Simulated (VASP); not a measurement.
# Si (Fd-3m) in VASP: notebook

Runs on Si. Level: PBEsol. Tasks: relaxation of cell and atoms.

All numbers are computed with VASP 6.6.1; they aren't measurements. Logs are shortened: lines on timing, memory, paths and dates and some standing lists are left out, and cuts for length are marked.

## 1. The cell of the first run

It takes space group Fd-3m (No. 227, cubic). Conventional cell: a = 5.434 Å, b = 5.434 Å, c = 5.434 Å, α = 90.00°, β = 90.00°, γ = 90.00°. Within 3.1 Å of Si (site symmetry -43m) lie 4 Si at 2.35 Å.

## 2. Relaxation of cell and atoms, PBEsol, target pressure 2 GPa, at which the enthalpy is minimised

Contents of INCAR:

```
ALGO = Normal
EDIFF = 1E-6
EDIFFG = -0.002
ENCUT = 600
GGA = PS
IBRION = 2
ISIF = 3
ISMEAR = 0
LASPH = True
LCHARG = False
LREAL = False
LWAVE = False
NELM = 100
NSW = 100
PREC = Accurate
PSTRESS = 20.0
SIGMA = 0.01
```

Contents of KPOINTS:

```
k-points
0
Gamma
  8 8 8
```

Contents of POSCAR:

```
Si
1.0
    0.0000000000      2.7168137247      2.7168137247
    2.7168137247      0.0000000000      2.7168137247
    2.7168137247      2.7168137247      0.0000000000
Si
2
Direct
    0.2500000000      0.2500000000      0.2500000000
    0.0000000000      0.0000000000      0.0000000000
```

Potentials or basis: VASP PAW PBE potentials, release 64 (Si).

Started as:

```bash
$ cat potpaw_PBE.64/Si/POTCAR > POTCAR
$ mpirun -np 1 vasp_std > vasp.out
```

OUTCAR:

```text
EDIFF = 1E-6
   EDIFFG = -0.002
   ENCUT = 600
   GGA = PS
   IBRION = 2
   ISIF = 3
   ISMEAR = 0
   LASPH = True
   LREAL = False
   NELM = 100
   NSW = 100
   PREC = Accurate
   PSTRESS = 20.0

 ion  position               nearest neighbor table
   1  0.250  0.250  0.250-   2 2.35   2 2.35   2 2.35   2 2.35
   2  0.000  0.000  0.000-   1 2.35   1 2.35   1 2.35   1 2.35

  LATTYP: Found a face centered cubic cell.
 ALAT       =     5.4336274494

  Lattice vectors:

 A1 = (   0.0000000000,   2.7168137247,   2.7168137247)
 A2 = (   2.7168137247,   0.0000000000,   2.7168137247)
 A3 = (   2.7168137247,   2.7168137247,   0.0000000000)

Analysis of symmetry for initial positions (statically):
=====================================================================
 Subroutine PRICEL returns:
 Original cell was already a primitive cell.

 Routine SETGRP: Setting up the symmetry group for a
 face centered cubic supercell.

 Subroutine GETGRP returns: Found 48 space group operations
 (whereof 24 operations were pure point group operations)
 out of a pool of 48 trial point group operations.

The static configuration has the point symmetry T_d .
 The point group associated with its full space group is O_h .

Analysis of symmetry for dynamics (positions and initial velocities):
=====================================================================
 Subroutine PRICEL returns:
 Original cell was already a primitive cell.

 Routine SETGRP: Setting up the symmetry group for a
 face centered cubic supercell.

 Subroutine GETGRP returns: Found 48 space group operations
 (whereof 24 operations were pure point group operations)
 out of a pool of 48 trial point group operations.

The dynamic configuration has the point symmetry T_d .
 The point group associated with its full space group is O_h .

 Subroutine INISYM returns: Found 48 space group operations
 (whereof 24 operations are pure point group operations),
 and found     1 'primitive' translations

----------------------------------------------------------------------------------------

                                     Primitive cell

[... 91 lines left out ...]
   LREAL  =      F    real-space projection
   EDIFFG = -.2E-02   stopping-criterion for IOM
   NSW    =    100    number of steps for IOM
   IBRION =      2    ionic relax: 0-MD 1-quasi-New 2-CG
   NFREE  =      1    steps in history (QN), initial steepest desc. (CG)
   ISIF   =      3    stress and relaxation
   ISYM   =      2    0-nonsym 1-usesym 2-fastsym
   POTIM  = 0.5000    time-step for ionic-motion
   TEBEG  =    0.0;   TEEND  =   0.0 temperature during run
   PSTRESS=   20.0 pullay stress
   NELECT =       8.0000    total number of electrons
   NUPDOWN=      -1.0000    fix difference up-down
   EMIN   =  10.00;   EMAX   =-10.00  energy-range for DOS
   EFERMI =   0.00;   METHOD = LEGACY
   ISMEAR =     0;   SIGMA  =   0.01  broadening in eV -4-tet -1-fermi 0-gaus
   EFERMI_NEDOS =   21; number of points for ismear=-14 and -15
   IALGO  =     38    algorithm
   IMIX   =      4    mixing-type and parameters
     AMIX     =   0.40;   BMIX     =  1.00
     AMIX_MAG =   1.60;   BMIX_MAG =  1.00
  volume/ion in A,a.u.               =      20.05       135.32
  Fermi-wavevector in a.u.,A,eV,Ry     =   0.956537  1.807592 12.448820  0.914962
  Thomas-Fermi vector in A             =   2.085474
   LORBIT       =      0    0 simple, 1 ext, 2 COOP (PROOUT), +10 PAW based schemes
   GGA     = PS    functional components
   LHFCALC =     F    Hartree Fock is set to
   AEXX    =    0.0000 exact exchange contribution
   IVDW    =     0    specifies the selected vdW correction
   LEPSILON=     F    determine dielectric tensor
   LRPA    =     F    only Hartree local field effects (RPA)
 conjugate gradient relaxation of ions
 non-spin polarized calculation
 Gauss-broadening in eV      SIGMA  =   0.01
  energy-cutoff  :      600.00
  volume of cell :       40.11
 maximum number of plane-waves:      1363
   NGX = 15   NGY = 15   NGZ = 15

--------------------------------------- Ionic step        1  -------------------------------------------

 number of electron       7.9999999 magnetization

 Free energy of the ion-electron system (eV)
  ---------------------------------------------------
  ext. energy  EPLUGINS =         0.00000000
  ---------------------------------------------------
  free energy    TOTEN  =       -11.48907050 eV

  energy without entropy =      -11.48907050  energy(sigma->0) =      -11.48907050

------------------------ aborting loop because EDIFF is reached ----------------------------------------

  FORCE on cell =-STRESS in cart. coord.  units (eV):
  Direction    XX          YY          ZZ          XY          YZ          ZX
  --------------------------------------------------------------------------------------
  -------------------------------------------------------------------------------------
  Total        0.0309482      0.0309482      0.0309482      0.0000000     -0.0000000      0.0000000
  in kB        1.2363344      1.2363344      1.2363344      0.0000000     -0.0000000      0.0000000
  external PRESSURE =     -18.7636656 kB  Pullay stress =      20.0000000 kB
[... 63 lines left out ...]
--------------------------------------- Ionic step        3  -------------------------------------------

 number of electron       8.0000000 magnetization

 Free energy of the ion-electron system (eV)
  ---------------------------------------------------
  ext. energy  EPLUGINS =         0.00000000
  ---------------------------------------------------
  free energy    TOTEN  =       -11.48412350 eV

  energy without entropy =      -11.48412350  energy(sigma->0) =      -11.48412350

 E-fermi :   6.0247     XC(G=0):  -9.6206

 val. band max:        5.9711651145   @ k =   0.0000   0.0000   0.0000
 cond. band min:       6.4442432762   @ k =   0.3750   0.3750   0.0000
 fundamental gap:      0.4730781617
 Fermi energy:         6.0247425512

 k-point     1 :       0.0000    0.0000    0.0000
  band No.  band energies     occupation
      1      -6.1418      2.00000
      2       5.9712      2.00000
      3       5.9712      2.00000
      4       5.9712      2.00000
      5       8.4944      0.00000
      6       8.4944      0.00000
      7       8.4944      0.00000
      8       9.4964      0.00000
[... 243 lines left out ...]
 k-point    24 :      -0.3750    0.2500    0.1250
  band No.  band energies     occupation
      1      -3.1994      2.00000
      2      -0.9124      2.00000
      3       2.4319      2.00000
      4       3.7470      2.00000
      5       8.9944      0.00000
      6       9.0074      0.00000
      7      11.8835      0.00000
      8      13.0545      0.00000

 [... further k-points ...]
[... 5 lines left out ...]
  --------------------------------------------------------------------------------------
  -------------------------------------------------------------------------------------
  Total        0.4928957      0.4928957      0.4928957     -0.0000000      0.0000000     -0.0000000
  in kB       20.0712693     20.0712693     20.0712693     -0.0000000      0.0000000     -0.0000000
  external PRESSURE =       0.0712693 kB  Pullay stress =      20.0000000 kB
[... 21 lines left out ...]
  energy  without entropy=      -11.4841235049  energy(sigma->0) =      -11.48412350

  enthalpy is  TOTEN    =       -10.9929779444 eV   P V=        0.4911455605

 reached required accuracy - stopping structural energy minimisation
```

OSZICAR:

```text
N       E                     dE             d eps       ncg     rms          rms(c)
DAV:   1     0.681792519421E+01    0.68179E+01   -0.36265E+03   464   0.878E+02
DAV:   2    -0.114657815417E+02   -0.18284E+02   -0.17258E+02   720   0.846E+01
DAV:   3    -0.117111023809E+02   -0.24532E+00   -0.24532E+00   568   0.120E+01
DAV:   4    -0.117123762183E+02   -0.12738E-02   -0.12738E-02   736   0.966E-01
[... 16 lines left out ...]
       N       E                     dE             d eps       ncg     rms          rms(c)
DAV:   1    -0.114854973161E+02   -0.11566E-01   -0.49069E-02   536   0.128E+00    0.215E-01
DAV:   2    -0.114845770470E+02    0.92027E-03   -0.84919E-04   576   0.199E-01    0.130E-01
DAV:   3    -0.114841243467E+02    0.45270E-03   -0.10244E-03   536   0.162E-01    0.385E-02
DAV:   4    -0.114841235049E+02    0.84180E-06   -0.97519E-06   576   0.285E-02
   3 F= -.10992978E+02 E0= -.10992978E+02  d E =-.455143E-02
```

Run time: 7.3 s. Hardware: 1 thread of Intel Xeon 6975P-C (Granite Rapids), shared host; peak memory 0.17 GiB.

What came out:

```yaml
Free_energy: -11.4841 eV
Relaxed_volume: 19.67 Å³/atom
Relaxed_cell: a = 3.818 Å, b = 3.818 Å, c = 3.818 Å, α = 60.00°, β = 60.00°, γ = 60.00°
Space_group_after_relaxing_to_0.05_Å: Fd-3m (No. 227)
Energy_change_on_relaxing_the_enthalpy_is_what_falls: +2.5 meV/atom
Ionic_steps: 3
Pressure_after_relaxing: 2.0 GPa
Band_gap_on_the_k_mesh: 0.47 eV, indirect (least direct gap 2.52 eV)
```

The path:
```csv
step,energy change (eV),largest force (eV/Å),pressure (GPa),volume (Å³)
1,0.0000,0.0000,0.12,40.11
2,0.0151,0.0000,3.59,38.76
3,0.0049,0.0000,2.01,39.35
```

Final structure:
```cif
data_structure
_symmetry_space_group_name_H-M 'P 1'
_symmetry_Int_Tables_number 1
_cell_length_a 3.8177
_cell_length_b 3.8177
_cell_length_c 3.8177
_cell_angle_alpha 60.000
_cell_angle_beta 60.000
_cell_angle_gamma 60.000
_cell_volume 39.35
loop_
_atom_site_label
_atom_site_type_symbol
_atom_site_fract_x
_atom_site_fract_y
_atom_site_fract_z
_atom_site_occupancy
Si1 Si 0.25000 0.25000 0.25000 1
Si2 Si 0.00000 0.00000 0.00000 1
```

Caveat: the cell is relaxed towards a set pressure, so the enthalpy falls and the energy may rise; the PAW data sets were made with another functional, which shifts forces and pressure a little. A k mesh can miss the band edges.

## 3. Relaxation of cell and atoms, PBEsol, target pressure 4 GPa, at which the enthalpy is minimised

Contents of INCAR:

```
ALGO     = Normal         # electronic algorithm
EDIFF    = 1E-6           # SCF threshold, eV
EDIFFG   = -0.002         # ionic threshold
ENCUT    = 600            # plane-wave cutoff, eV
GGA      = PS             # functional
IBRION   = 2              # ionic algorithm
ISIF     = 3              # what is computed and relaxed
ISMEAR   = 0              # smearing method
LASPH    = True           # aspherical terms in the spheres
LCHARG   = False          # write CHGCAR
LREAL    = False          # projectors in reciprocal space
LWAVE    = False          # write WAVECAR
NELM     = 60             # most SCF steps
NSW      = 100            # ionic steps
PREC     = Accurate       # precision mode
PSTRESS  = 40.0         
SIGMA    = 0.01           # smearing width, eV
```

KPOINTS is that of step 2.

POSCAR is that of step 2.

Potentials or basis: VASP PAW PBE potentials, release 64 (Si).

Started as:

```bash
$ cat potpaw_PBE.64/Si/POTCAR > POTCAR
$ mpirun -np 1 vasp_std > vasp.out
```

It took 8 s on 1 thread of Intel Xeon 6975P-C (Granite Rapids), shared host; peak memory 0.17 GiB.

The run converged. Its results:

- Free energy: -11.4706 eV
- Relaxed volume: 19.31 Å³/atom
- Relaxed cell: a = 3.794 Å, b = 3.794 Å, c = 3.794 Å, α = 60.00°, β = 60.00°, γ = 60.00°
- Space group after relaxing (to 0.05 Å): Fd-3m (No. 227)
- Energy change on relaxing (the enthalpy is what falls): +9.2 meV/atom
- Ionic steps: 3
- Pressure after relaxing: 4.0 GPa
- Band gap on the k mesh: 0.44 eV, indirect (least direct gap 2.53 eV)

Step by step:
```tsv
step	energy change (eV)	largest force (eV/Å)	pressure (GPa)	volume (Å³)
1	0.0000	0.0000	0.12	40.11
2	0.0648	0.0000	7.90	37.36
3	0.0185	0.0000	3.99	38.62
```

Final structure:
```yaml
crystal:
  lattice:
    - [0.00000, 2.68277, 2.68277]
    - [2.68277, 0.00000, 2.68277]
    - [2.68277, 2.68277, 0.00000]
  atoms:
    - { symbol: Si, position: [0.25000, 0.25000, 0.25000] }
    - { symbol: Si, position: [0.00000, 0.00000, 0.00000] }
```

Levels at points of the mesh, in eV from the valence-band top:
```tsv
k point	band 1	band 2	band 3	band 4	band 5	band 6	band 7	band 8
(0.00, 0.00, 0.00)	-12.24	0.00	0.00	0.00	2.53	2.53	2.53	3.74
(0.50, 0.00, 0.00)	-9.80	-7.19	-1.24	-1.24	1.59	3.25	3.25	7.56
(0.50, 0.50, 0.00)	-7.95	-7.95	-2.97	-2.97	0.51	0.51	10.38	10.38
```

Caveat: the cell is relaxed towards a set pressure, so the enthalpy falls and the energy may rise; the PAW data sets were made with another functional, which shifts forces and pressure a little.

## 4. Relaxation of cell and atoms, PBEsol, target pressure 7 GPa, at which the enthalpy is minimised

Contents of INCAR:

```
SYSTEM = Si
ALGO     = Normal         ! electronic algorithm
EDIFF    = 1E-7           ! SCF threshold, eV
EDIFFG   = -0.002         ! ionic threshold
ENCUT    = 600            ! plane-wave cutoff, eV
GGA      = PS             ! functional
IBRION   = 2              ! ionic algorithm
ISIF     = 3              ! what is computed and relaxed
ISMEAR   = 0              ! smearing method
LASPH    = .True.         ! aspherical terms in the spheres
LCHARG   = .False.        ! write CHGCAR
LREAL    = .False.        ! projectors in reciprocal space
LWAVE    = .False.        ! write WAVECAR
NELM     = 60             ! most SCF steps
NSW      = 100            ! ionic steps
PREC     = Accurate       ! precision mode
PSTRESS  = 70.0         
SIGMA    = 0.01           ! smearing width, eV
```

Contents of KPOINTS:

```
k-points
0
Gamma
  8 8 8
  0 0 0
```

POSCAR is that of step 3.

Started as:

```bash
$ cat potpaw_PBE.64/Si/POTCAR > POTCAR
$ mpirun -np 1 vasp_std > vasp.out
```

It took 14 s on 1 thread of Intel Xeon 6975P-C (Granite Rapids), shared host; peak memory 0.17 GiB.

The run converged. Its results:

```yaml
Free_energy: -11.4369 eV
Relaxed_volume: 18.81 Å³/atom
Relaxed_cell: a = 3.761 Å, b = 3.761 Å, c = 3.761 Å, α = 60.00°, β = 60.00°, γ = 60.00°
Space_group_after_relaxing_to_0.05_Å: Fd-3m (No. 227)
Energy_change_on_relaxing_the_enthalpy_is_what_falls: +26.1 meV/atom
Ionic_steps: 6
Pressure_after_relaxing: 7.0 GPa
Band_gap_on_the_k_mesh: 0.40 eV, indirect (least direct gap 2.54 eV)
```

The path:
| step | energy change (eV) | largest force (eV/Å) | pressure (GPa) | volume (Å³) |
| --- | --- | --- | --- | --- |
| 1 | 0.0000 | 0.0000 | 0.12 | 40.11 |
| 2 | 0.2135 | 0.0000 | 15.77 | 35.31 |
| 3 | 0.0511 | 0.0000 | 6.92 | 37.65 |
| 4 | 0.0532 | 0.0000 | 7.08 | 37.61 |
| 5 | 0.0513 | 0.0000 | 6.94 | 37.65 |
| 6 | 0.0522 | 0.0000 | 7.00 | 37.63 |

Final structure:
```
CELL_PARAMETERS angstrom
0.00000 2.65966 2.65966
2.65966 0.00000 2.65966
2.65966 2.65966 0.00000
ATOMIC_POSITIONS crystal
Si 0.25000 0.25000 0.25000
Si 0.00000 0.00000 0.00000
```

Levels at points of the mesh, in eV from the valence-band top:
```csv
k point,band 1,band 2,band 3,band 4,band 5,band 6,band 7,band 8
"(0.00, 0.00, 0.00)",-12.43,0.00,0.00,0.00,2.54,2.54,2.54,4.05
"(0.50, 0.00, 0.00)",-9.92,-7.32,-1.26,-1.26,1.69,3.24,3.24,7.59
"(0.50, 0.50, 0.00)",-8.04,-8.04,-3.04,-3.04,0.46,0.46,10.60,10.60
```

Caveat: the cell is relaxed towards a set pressure, so the enthalpy falls and the energy may rise; the PAW data sets were made with another functional, which shifts forces and pressure a little.

## 5. Relaxation of cell and atoms, PBEsol, target pressure 10 GPa, at which the enthalpy is minimised

Contents of INCAR:

```
PREC = Accurate
ENCUT = 600
EDIFF = 1E-6
ISMEAR = 0
SIGMA = 0.01
LREAL = F
LASPH = T
NELM = 100
ALGO = Normal
ISIF = 3
LWAVE = F
LCHARG = F
GGA = PS
IBRION = 2
NSW = 100
EDIFFG = -0.002
PSTRESS = 100.0
```

Contents of KPOINTS:

```
regular mesh
0
Gamma
  8 8 8
```

POSCAR is that of step 4.

Started as:

```bash
$ cat potpaw_PBE.64/Si/POTCAR > POTCAR
$ mpirun -np 1 vasp_std > vasp.out
```

Run time: 10 s. Hardware: 1 thread of Intel Xeon 6975P-C (Granite Rapids), shared host; peak memory 0.17 GiB.

The run converged. Its results:

| Property | Result |
| --- | --- |
| Free energy | -11.3907 eV |
| Relaxed volume | 18.38 Å³/atom |
| Relaxed cell | a = 3.732 Å, b = 3.732 Å, c = 3.732 Å, α = 60.00°, β = 60.00°, γ = 60.00° |
| Space group after relaxing (to 0.05 Å) | Fd-3m (No. 227) |
| Energy change on relaxing (the enthalpy is what falls) | +49.2 meV/atom |
| Ionic steps | 4 |
| Pressure after relaxing | 10.0 GPa |
| Band gap on the k mesh | 0.35 eV, indirect (least direct gap 2.55 eV) |

The path:
```
step  energy change (eV)  largest force (eV/Å)  pressure (GPa)  volume (Å³)
   1              0.0000                0.0000            0.12        40.11
   2              0.4642                0.0000           25.59        33.35
   3              0.0944                0.0000            9.78        36.82
   4              0.0984                0.0000           10.01        36.75
```

Final structure:
```
CELL_PARAMETERS angstrom
0.00000 2.63893 2.63893
2.63893 0.00000 2.63893
2.63893 2.63893 0.00000
ATOMIC_POSITIONS crystal
Si 0.25000 0.25000 0.25000
Si 0.00000 0.00000 0.00000
```

Levels at points of the mesh, in eV from the valence-band top:
```
           k point  band 2  band 3  band 4  band 5  band 6  band 7
(0.00, 0.00, 0.00)    0.00    0.00    0.00    2.55    2.55    2.55
(0.50, 0.00, 0.00)   -7.45   -1.28   -1.28    1.77    3.22    3.22
(0.50, 0.50, 0.00)   -8.12   -3.11   -3.11    0.41    0.41   10.81
```

Caveat: the cell is relaxed towards a set pressure, so the enthalpy falls and the energy may rise; the PAW data sets were made with another functional, which shifts forces and pressure a little. A k mesh can miss the band edges.

(Part 1 of 2 ends here.)
